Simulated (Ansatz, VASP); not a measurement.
# Bi in VASP and in Ansatz

```xyz
2
Lattice="2.2902 1.3222 4.0672 -2.2902 1.3222 4.0672 0.0000 -2.6445 4.0672" Properties=species:S:1:pos:R:3 pbc="T T T"
Bi    0.0000    0.0000    2.8489
Bi    0.0000    0.0000    9.3527
```

Alike in both runs: functional PBE; k mesh 16 × 16 × 16; occupations gaussian, width 0.1 eV; no spin polarisation.

Ansatz relaxed the structure, and its values are those at the end. VASP's run is a single point on that final structure, the one shown.

|  | VASP | Ansatz |
| --- | --- | --- |
| version | VASP 6.6.1 | Ansatz 0.2.0 |
| potentials or method | VASP PAW PBE potentials, release 64 (Bi_d) | scalar-relativistic, plane waves, PAW |
| plane-wave cutoff (eV) | 520 | 420 |
| valence electrons in the cell | 30 | 30 |

```csv
,VASP,Ansatz,Ansatz less VASP
gap on the k mesh at the Fermi level (eV),none,none,-
pressure (GPa),0.0,0.0,-0.01
```

A gap of «none» marks a metal or a gap that the smearing closes. With one functional, cell and mesh, what is left measures potentials, basis and numerics.

Spin-orbit coupling is off throughout.
